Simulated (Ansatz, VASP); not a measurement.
# AlN: VASP beside Ansatz

The input INCAR:

```
SYSTEM = AlN
PREC = Accurate
ENCUT = 600
EDIFF = 1E-6
ISMEAR = 0
SIGMA = 0.02
LREAL = .FALSE.
LASPH = .TRUE.
NELM = 120
ALGO = Normal
ISIF = 2
LWAVE = .FALSE.
LCHARG = .FALSE.
GGA = PE
NBANDS = 11
GGA_COMPAT = .FALSE.
```

The input KPOINTS:

```
Automatic mesh
0
G
  10 10 10
  0 0 0
```

Contents of POSCAR:

```
AlN
1.0
    0.0000000000      2.2726924228      2.2726924228
    2.2726924228      0.0000000000      2.2726924228
    2.2726924228      2.2726924228      0.0000000000
Al N
1 1
Direct
    0.0000000000      0.0000000000      0.0000000000
    0.7500000000      0.7500000000      0.7500000000
```

Input for Ansatz:

```yaml
crystal:
  lattice:
    - [0.0, 2.2726924228, 2.2726924228]
    - [2.2726924228, 0.0, 2.2726924228]
    - [2.2726924228, 2.2726924228, 0.0]
  atoms:
    - { symbol: Al, position: [0.0, 0.0, 0.0] }
    - { symbol: "N", position: [0.75, 0.75, 0.75] }
basis:
  ecutwfc: 420
kpoints:
  mp_grid: { grid: [10, 10, 10] }
hamiltonian:
  xc: pbe
scf:
  occupations: { method: gaussian, width: 0.02 }
output:
  forces: true
  stress: true
  eigenvalues: true
```

Alike in both runs: task single point; functional PBE; k mesh 10 × 10 × 10; occupations gaussian, width 0.02 eV; no spin polarisation.

|  | VASP | Ansatz |
| --- | --- | --- |
| version | VASP 6.6.1 | Ansatz 0.2.0 |
| potentials or method | VASP PAW PBE potentials, release 64 (Al, N), cutoff 600 eV | scalar-relativistic, plane waves, PAW |
| valence electrons in the cell | 8 | 8 |

|  | VASP | Ansatz | Ansatz less VASP |
| --- | --- | --- | --- |
| gap on the k mesh at the Fermi level (eV) | 3.18 | 3.18 | -0.004 |
| least direct gap on the mesh (eV) | 3.18 | 3.18 | -0.004 |
| pressure (GPa) | -15.6 | -15.2 | +0.39 |
